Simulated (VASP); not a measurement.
# Al36CN34 (a cell with a defect) in VASP: settings compared

Al36CN34 (a cell with a defect) is run at these levels: HSE06, PBE; tasks: single point.

Everything below comes from runs of VASP 6.6.1. Logs are shortened: lines on timing, memory, paths and dates and some standing lists are left out, and cuts for length are marked.

## 1. The cell of the first run

The cell holds a defect, 71 atoms: a = 9.389 Å, b = 9.389 Å, c = 10.035 Å, α = 90.00°, β = 90.00°, γ = 120.00°.

## 2. Single point, HSE06

POSCAR reads:

```
Al36CN34
1.0
    9.3892708692      0.0000000866      0.0000000000
   -4.6946355096      8.1313470524      0.0000000000
    0.0000000000      0.0000000000     10.0348065929
Al N C
36 34 1
Direct
    0.1830454857      0.0931733742      0.2658052349
    0.1097512169      0.2257822526      0.5017708424
    0.2105602256      0.1052763597      0.7453706091
    0.1120852144      0.2247003879      0.9978429846
    0.2234844140      0.4480625244      0.2507936916
    0.1107542023      0.5555050580      0.5005339835
    0.2216492531      0.4459475169      0.7501041517
    0.1114031987      0.5567590599      0.9992445697
    0.2216752586      0.7773747379      0.2513090990
    0.1073223558      0.8821002181      0.5026009730
    0.2212548235      0.7765100226      0.7510720293
    0.1118840380      0.8900801951      0.9977918205
    0.5762526860      0.0935745060      0.2660731402
    0.4419612143      0.2176976754      0.5056387800
    0.5608998577      0.1054181727      0.7453922963
    0.4452303495      0.2245734967      0.9298998566
    0.5759640892      0.4854172463      0.2595494658
    0.4400043958      0.5551010887      0.4991745212
    0.5604755480      0.4547344871      0.7385225529
    0.4442404185      0.5574305815      0.9952689256
    0.5556972907      0.7792055645      0.2486167788
    0.4406343417      0.8822460862      0.5027192467
    0.5561979286      0.7784192649      0.7501729788
    0.4440763036      0.8901580922      0.9978042797
    0.8895972309      0.1130964006      0.2493434921
    0.7823844868      0.2258428961      0.5018681900
    0.8885873038      0.1109864595      0.7505549215
    0.7786296848      0.2246815346      0.9978675784
    0.8908617460      0.4481509795      0.2507780655
    0.7809711733      0.5549925826      0.4991913107
    0.8905117480      0.4459744429      0.7501448523
    0.7792092635      0.5574662577      0.9951952938
    0.8893437894      0.7790929564      0.2485107754
    0.7767546495      0.8876380429      0.4989950269
    0.8881938246      0.7784140212      0.7501463814
    0.7781554498      0.8904735943      0.9983030588
    0.2185030604      0.1067869246      0.4460271502
    0.1138943727      0.2251021984      0.1897521352
    0.2191737089      0.1111945300      0.9385505473
    0.1098260698      0.2234078746      0.6900795678
    0.2187711820      0.4447648174      0.4394024235
    0.1120116803      0.5572756214      0.1896129112
    0.2218594860      0.4454519220      0.9402270137
    0.1113242505      0.5560244909      0.6905712465
    0.2213615727      0.7773280386      0.4403367090
    0.1146279859      0.8923946031      0.1894868772
    0.2224653412      0.7795206936      0.9412118339
    0.1094423615      0.8860837081      0.6907505134
    0.5540271090      0.1068474972      0.4464451339
    0.5575823664      0.1113073940      0.9385264818
    0.4427328976      0.2188528086      0.7064823762
    0.4441425441      0.5587059446      0.1852809901
    0.5578675996      0.4501379246      0.9350124842
    0.4426286587      0.5583209073      0.6898606410
    0.5544062669      0.7789954164      0.4378502642
    0.4440331624      0.8925730476      0.1894540996
    0.5559868281      0.7805016477      0.9404106590
    0.4430595051      0.8861276112      0.6908071832
    0.8884156568      0.1111526583      0.4385629119
    0.7778973106      0.2252399044      0.1898927768
    0.8893501031      0.1131814904      0.9414290406
    0.7803217672      0.2234968898      0.6901442807
    0.8915298732      0.4447989507      0.4394439263
    0.7813111603      0.5588611507      0.1851453341
    0.8890792620      0.4454526121      0.9402606196
    0.7823982058      0.5584009574      0.6899145616
    0.8897415609      0.7788183365      0.4377136649
    0.7788160300      0.8911307169      0.1898472850
    0.8899041698      0.7805108027      0.9402873923
    0.7779786618      0.8894772140      0.6897339933
    0.5513996457      0.4375248816      0.4421101447
```

INCAR.step1 reads:

```
SYSTEM = Al36CN34
PREC = Accurate ; ENCUT = 520
EDIFF = 1E-5 ; ISMEAR = -1
SIGMA = 0.01 ; LREAL = Auto
LASPH = .TRUE. ; NELM = 120
ALGO = Normal ; ISIF = 2
LWAVE = .TRUE. ; NBANDS = 182
GGA = PE ; NELECT = 280.0
GGA_COMPAT = .FALSE. ; ISYM = -1
```

INCAR.step2 reads:

```
SYSTEM = Al36CN34
PREC = Accurate ; ENCUT = 520
EDIFF = 1E-6 ; ISMEAR = -1
SIGMA = 0.01 ; LREAL = Auto
LASPH = .TRUE. ; NELM = 120
ALGO = Normal ; ISIF = 2
LWAVE = .FALSE. ; LCHARG = .TRUE.
GGA = PE ; LHFCALC = .TRUE.
HFSCREEN = 0.2079 ; PRECFOCK = Fast
LELF = .TRUE. ; LVHAR = .TRUE.
NBANDS = 182 ; ISTART = 1
NELECT = 280.0 ; GGA_COMPAT = .FALSE.
ISYM = -1
```

KPOINTS reads:

```
explicit points
1
Reciprocal
  0.25000000   0.25000000   0.25000000 1
```

Potentials or basis: VASP PAW PBE potentials, release 64 (Al, N, C).

On the command line:

```
$ cat potpaw_PBE.64/Al/POTCAR potpaw_PBE.64/N/POTCAR potpaw_PBE.64/C/POTCAR > POTCAR
$ cp INCAR.step1 INCAR
$ mpirun -np 1 vasp_std > vasp.out
$ cp INCAR.step2 INCAR
$ mpirun -np 1 vasp_std > vasp.out
```

OUTCAR:

```text
SYSTEM = Al36CN34
   PREC = Accurate
   ENCUT = 520
   EDIFF = 1E-6
   ISMEAR = -1
   LREAL = Auto
   LASPH = .TRUE.
   NELM = 120
   ISIF = 2
   GGA = PE
   LHFCALC = .TRUE.
   HFSCREEN = 0.2079
   PRECFOCK = Fast
   ISTART = 1
   NELECT = 280.0
   ISYM = -1

 ion  position               nearest neighbor table
   1  0.183  0.093  0.266-  46 1.83  38 1.83  37 1.83  25 2.86  33 2.86   2 2.91  10 2.94   5 3.16
                             9 3.17   4 3.17  12 3.17  14 3.20
   2  0.110  0.226  0.502-  41 1.89  40 1.89  59 1.91  37 1.94   1 2.91   3 3.04   7 3.07  26 3.07
                            27 3.08   6 3.09  18 3.10   5 3.10  25 3.10  34 3.15  14 3.16  10 3.22
   3  0.211  0.105  0.745-  40 1.87  48 1.87  51 1.93  39 1.94  16 2.66   2 3.04  10 3.04  35 3.05
                            27 3.05  14 3.05  12 3.08   4 3.09  11 3.14   7 3.15  19 3.28  15 3.29
   4  0.112  0.225  0.998-  43 1.89  39 1.89  61 1.90  38 1.93   7 3.07  27 3.08   3 3.09  25 3.11
                             8 3.12   5 3.12  20 3.12  28 3.13  36 3.14  12 3.14   1 3.17  16 3.20
   5  0.223  0.448  0.251-  41 1.89  42 1.90  52 1.91  38 1.91  18 3.05   6 3.08   8 3.10   2 3.10
                             9 3.10  21 3.11   4 3.12  29 3.12  20 3.13  25 3.14  17 3.15   1 3.16
   6  0.111  0.556  0.501-  41 1.88  63 1.89  45 1.90  44 1.91  29 3.08  31 3.08   7 3.08   5 3.08
                            22 3.08  10 3.08   9 3.08  26 3.09  11 3.09   2 3.09  18 3.09  30 3.09
   7  0.222  0.446  0.750-  44 1.89  54 1.90  40 1.91  43 1.91  20 3.05   2 3.07   4 3.07   8 3.08
                             6 3.08  18 3.08  11 3.11  31 3.11  23 3.13  27 3.14  19 3.14   3 3.15
   8  0.111  0.557  0.999-  43 1.90  65 1.90  47 1.90  42 1.91  11 3.07  31 3.08   7 3.08  29 3.10
                             5 3.10   9 3.10   4 3.12  28 3.12  20 3.12  32 3.12  24 3.13  12 3.13
   9  0.222  0.777  0.251-  42 1.89  45 1.90  46 1.91  56 1.91   6 3.08  10 3.09  22 3.09  29 3.10
                             5 3.10   8 3.10  24 3.12  12 3.12  21 3.13  33 3.13   1 3.17  13 3.17
  10  0.107  0.882  0.503-  67 1.89  45 1.89  48 1.89  37 1.91   1 2.94   3 3.04  35 3.06  11 3.07
                            30 3.07   6 3.08   9 3.09  33 3.11  22 3.13  34 3.13  14 3.15   2 3.22
  11  0.221  0.777  0.751-  44 1.89  48 1.90  58 1.90  47 1.91  22 3.07   8 3.07  10 3.07  24 3.07
                            12 3.07   6 3.09  31 3.10   7 3.11  23 3.14  35 3.14   3 3.14  15 3.14
  12  0.112  0.890  0.998-  47 1.89  39 1.89  69 1.90  46 1.92  11 3.07  35 3.08   3 3.08  33 3.10
                            24 3.12   9 3.12  32 3.12   8 3.13  36 3.14   4 3.14   1 3.17  16 3.21
  13  0.576  0.094  0.266-  56 1.83  60 1.83  49 1.83  25 2.86  21 2.87  26 2.91  22 2.94  29 3.16
                            28 3.17   9 3.17  24 3.17  14 3.19
  14  0.442  0.218  0.506-  71 1.90  49 1.91  37 1.91  51 2.02  19 3.03  15 3.05   3 3.05  22 3.14
                            10 3.15   2 3.16  26 3.16  30 3.18  18 3.18  13 3.19   1 3.20  17 3.29
  15  0.561  0.105  0.745-  58 1.87  62 1.87  51 1.92  50 1.94  16 2.66  26 3.04  22 3.04  23 3.05
                            27 3.05  14 3.05  24 3.08  28 3.09  11 3.14  31 3.15  19 3.28   3 3.29
  16  0.445  0.225  0.930-  53 1.83  50 1.84  39 1.84  51 2.24   3 2.66  15 2.66  19 2.68  20 3.20
                            32 3.20   4 3.20  28 3.20  24 3.21  12 3.21
  17  0.576  0.485  0.260-  52 1.85  64 1.85  71 1.87  33 2.86  21 2.86  30 2.94  18 2.95  32 3.14
[... 298 lines left out ...]
   NKREDY  =     1    reduce k-point grid by
   NKREDZ  =     1    reduce k-point grid by
   AEXX    =    0.2500 exact exchange contribution
   HFSCREEN=    0.2079 screening length (either q_TF or 0.3 A-1)
   HFSCREENC=   0.2079 screening length for correlation (either q_TF or 0.3 A-1)
   ENCUTFOCK=  -1.0 apply spherical cutoff to Coloumb kernel
   IVDW    =     0    specifies the selected vdW correction
   LEPSILON=     F    determine dielectric tensor
   LRPA    =     F    only Hartree local field effects (RPA)
 non-spin polarized calculation
  energy-cutoff  :      520.00
  volume of cell :      766.13
 maximum number of plane-waves:     20622
 NGX is ok and might be reduce to    70
  NGX = 36; NGY = 36; NGZ = 40

 number of electron     279.9999989 magnetization

 Free energy of the ion-electron system (eV)
  ---------------------------------------------------
  ext. energy  EPLUGINS =         0.00000000
  ---------------------------------------------------
  free energy    TOTEN  =      -625.23827715 eV

  energy without entropy =     -625.23827715  energy(sigma->0) =     -625.23827715

 E-fermi :   5.6908     XC(G=0):  -8.8448

 val. band max:        5.3998937719   @ k =   0.2500   0.2500   0.2500
 cond. band min:       7.9441133215   @ k =   0.2500   0.2500   0.2500
 fundamental gap:      2.5442195495
 Fermi energy:         5.6907535664

 k-point     1 :       0.2500    0.2500    0.2500
  band No.  band energies     occupation
      1     -11.3104      2.00000
      2     -11.0328      2.00000
      3     -10.9817      2.00000
      4     -10.7667      2.00000
      5     -10.5548      2.00000
      6     -10.4858      2.00000
[... 144 lines left out ...]
    151      12.1636      0.00000
    152      12.2165      0.00000
 [bands above 152 left out]

------------------------ aborting loop because EDIFF is reached ----------------------------------------

  FORCE on cell =-STRESS in cart. coord.  units (eV):
  Direction    XX          YY          ZZ          XY          YZ          ZX
  --------------------------------------------------------------------------------------
  -------------------------------------------------------------------------------------
  Total      -29.8016586    -32.8954850    -34.3142484     -3.5934771     -2.7519066     -0.0139241
  in kB      -62.3228986    -68.7928816    -71.7598791     -7.5148807     -5.7549414     -0.0291189
  external PRESSURE =     -67.6252197 kB  Pullay stress =       0.0000000 kB

 VOLUME and BASIS-vectors are now :
 -----------------------------------------------------------------------------
  energy-cutoff  :      520.00
  volume of cell :      766.13
      direct lattice vectors                 reciprocal lattice vectors
     9.389270869  0.000000087  0.000000000     0.106504542  0.061490427  0.000000000
    -4.694635510  8.131347052  0.000000000    -0.000000001  0.122980853  0.000000000
     0.000000000  0.000000000 10.034806593     0.000000000  0.000000000  0.099653141

 POSITION                                       TOTAL-FORCE (eV/Angst)
 -----------------------------------------------------------------------------------
      1.28125      0.75763      2.66730        -0.243894     -0.139072      0.092249
     -0.02948      1.83591      5.03517        -0.008520      0.002318      0.047889
      1.48277      0.85604      7.47965         0.002349      0.000147      0.002799
     -0.00249      1.82712     10.01316        -0.026355      0.007519     -0.022485
     -0.00513      3.64335      2.51667        -0.021699      0.024828      0.011808
     -1.56799      4.51700      5.02276         0.001026     -0.020821      0.006378
[... 63 lines left out ...]
      3.12888      7.23265      6.92135         0.001343     -0.006781      0.004267
      3.12322      3.55767      4.43649         0.006071     -0.028830     -0.150814
 -----------------------------------------------------------------------------------
    total drift:                                0.001563     -0.006039      0.060969

  FREE ENERGIE OF THE ION-ELECTRON SYSTEM (eV)
  ---------------------------------------------------
  free  energy   TOTEN  =      -625.2382771489 eV

  energy  without entropy=     -625.2382771489  energy(sigma->0) =     -625.23827715
```

It took 20 min on 1 thread of Intel Xeon 6975P-C (Granite Rapids), shared host; peak memory 1.1 GiB.

What came out:

```yaml
Free_energy: -625.2383 eV
Largest_force: 0.300 eV/Å
```

Forces in eV/Å, atoms in the order of the input:
```
Al  -0.244 -0.139  0.092
Al  -0.009  0.002  0.048
Al   0.002  0.000  0.003
Al  -0.026  0.008 -0.022
Al  -0.022  0.025  0.012
Al   0.001 -0.021  0.006
Al   0.002  0.017 -0.010
Al   0.001 -0.007  0.006
Al  -0.004 -0.019  0.011
Al  -0.006 -0.004  0.033
Al  -0.004 -0.007 -0.010
Al  -0.006 -0.022 -0.023
Al   0.245 -0.143  0.098
Al   0.000  0.003  0.018
Al  -0.003 -0.002  0.003
Al   0.004  0.004 -0.204
Al   0.000  0.259  0.051
Al  -0.042  0.015  0.054
Al  -0.002  0.023  0.016
Al  -0.017  0.020 -0.003
Al  -0.008 -0.009  0.006
Al   0.013 -0.009  0.033
Al  -0.015 -0.017 -0.010
Al   0.012 -0.022 -0.021
Al  -0.003  0.008  0.007
Al   0.011  0.001  0.047
Al  -0.005  0.019 -0.010
Al   0.026  0.009 -0.025
Al   0.029  0.031  0.015
Al   0.040  0.011  0.055
Al  -0.005  0.017 -0.008
Al   0.019  0.017 -0.011
Al   0.007 -0.008  0.006
Al   0.003 -0.009  0.026
Al   0.011 -0.014 -0.010
Al  -0.001 -0.002 -0.009
N   -0.019 -0.015 -0.134
N    0.061 -0.096  0.065
N    0.060  0.034 -0.038
N    0.016 -0.033 -0.009
N   -0.006  0.008 -0.018
N   -0.006 -0.010  0.008
N    0.015  0.001 -0.002
N    0.001 -0.005  0.002
N   -0.001  0.019 -0.014
N   -0.032  0.074  0.067
N   -0.001  0.020  0.001
N   -0.008  0.029 -0.009
N    0.013 -0.009 -0.142
N   -0.059  0.034 -0.038
N   -0.001  0.006  0.043
N    0.079 -0.008  0.030
N    0.001 -0.086 -0.010
N    0.022 -0.009  0.019
N   -0.022  0.028 -0.038
N    0.036  0.069  0.065
N    0.005  0.006  0.002
N    0.014  0.029 -0.009
N   -0.005  0.030 -0.042
N   -0.067 -0.102  0.060
N   -0.001  0.006  0.001
N   -0.014 -0.034 -0.007
N    0.010  0.010 -0.019
N   -0.092 -0.019  0.039
N   -0.005  0.003 -0.004
N   -0.023 -0.014  0.016
N    0.016  0.031 -0.034
N    0.004 -0.003  0.024
N   -0.004  0.005  0.003
N    0.001 -0.007  0.004
C    0.006 -0.029 -0.151
```

Levels at points of the mesh, in eV from the Fermi level:
```
           k point  band 137  band 138  band 139  band 140  band 141  band 142  band 143  band 144
(0.25, 0.25, 0.25)     -1.06     -0.74     -0.52     -0.29      2.25      5.03      5.19      5.31
```

Caveat: the cell carries a net charge on a neutralising background, which shifts energy and pressure; the cell is charged against a uniform background, so pressure and absolute levels hang on convention; the PAW data sets were made with another functional, which shifts forces and pressure a little.

(Part 1 of 2 ends here.)
